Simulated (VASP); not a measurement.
The system is ScBSbP3.

```
Sc B Sb P
1.0
     6.08007    0.00000    0.00000
    -3.04004    5.26550    0.00000
     0.00000    0.00000    3.39604
Sc B Sb P
1 1 1 3
Direct
  0.00000 0.00000 0.00000
  0.33333 0.66667 0.00000
  0.66667 0.33333 0.00000
  0.06597 0.53299 0.50000
  0.46701 0.53299 0.50000
  0.46701 0.93403 0.50000
```

The cell was built from a structure type or drawn by symmetry, and may not be a known phase.

- Program: VASP 6.6.1
- Task: relaxation of cell and atoms
- Functional: PBE
- Potentials or basis: VASP PAW PBE potentials, release 64 (Sc_sv, B, Sb, P)
- Cutoff: 600 eV
- k mesh: 3 × 3 × 6
- Occupations: gaussian, width 0.1 eV
- Spin: no spin polarisation

At the start: pressure -0.4 GPa; volume 18.12 Å³/atom.

Problem. How do energy, volume and symmetry change on relaxing?

Solution. Over 28 steps the energy falls by 44.0 meV/atom and the volume is 18.53 Å³/atom (+2.2 %); space group P-6m2 (No. 187, to 0.1 Å) before and after.

Step by step:
```csv
step,energy change (eV),largest force (eV/Å),pressure (GPa),volume (Å³)
1,0.0000,0.2147,-0.36,108.72
2,-0.0174,0.0339,0.09,108.08
3,-0.0220,0.0641,0.47,107.65
4,-0.0225,0.0915,0.61,107.51
5,-0.0307,0.0702,0.10,108.49
6,-0.0604,0.2110,-1.49,110.99
7,-0.1265,0.2661,-3.94,115.89
8,0.3429,1.2065,-5.38,125.25
9,-0.1361,0.3695,-4.21,116.65
10,-0.1384,0.4733,-4.53,117.68
11,-0.1389,0.4140,-4.34,117.07
12,-0.1394,0.4199,-4.36,117.12
13,-0.1408,0.4373,-4.40,117.28
14,-0.1420,0.4708,-4.47,117.59
15,-0.1436,0.4687,-4.45,117.54
16,-0.1482,0.4637,-4.36,117.41
17,-0.1572,0.4533,-4.20,117.13
18,-0.1742,0.4318,-3.87,116.58
19,-0.2039,0.3866,-3.17,115.49
20,-0.2452,0.2882,-1.66,113.33
21,-0.2490,0.0574,1.82,109.08
22,-0.2610,0.1744,0.08,111.08
23,-0.2610,0.1671,0.18,110.96
24,-0.2617,0.1440,0.19,110.97
25,-0.2631,0.0743,0.18,111.01
26,-0.2627,0.0658,0.19,111.10
27,-0.2634,0.0197,0.19,111.05
28,-0.2637,0.0164,0.13,111.16
```

Final structure:
```
Sc B Sb P
1.0
     6.45898    0.00000    0.00000
    -3.22949    5.59364    0.00000
     0.00000    0.00000    3.07676
Sc B Sb P
1 1 1 3
Direct
  0.00000 0.00000 0.00000
  0.33333 0.66667 0.00000
  0.66667 0.33333 0.00000
  0.06882 0.53441 0.50000
  0.46559 0.53441 0.50000
  0.46559 0.93118 0.50000
```

Caveat: the k points lie up to 0.37 Å⁻¹ apart in the final cell, too coarse for converged energies and pressures of a metal.
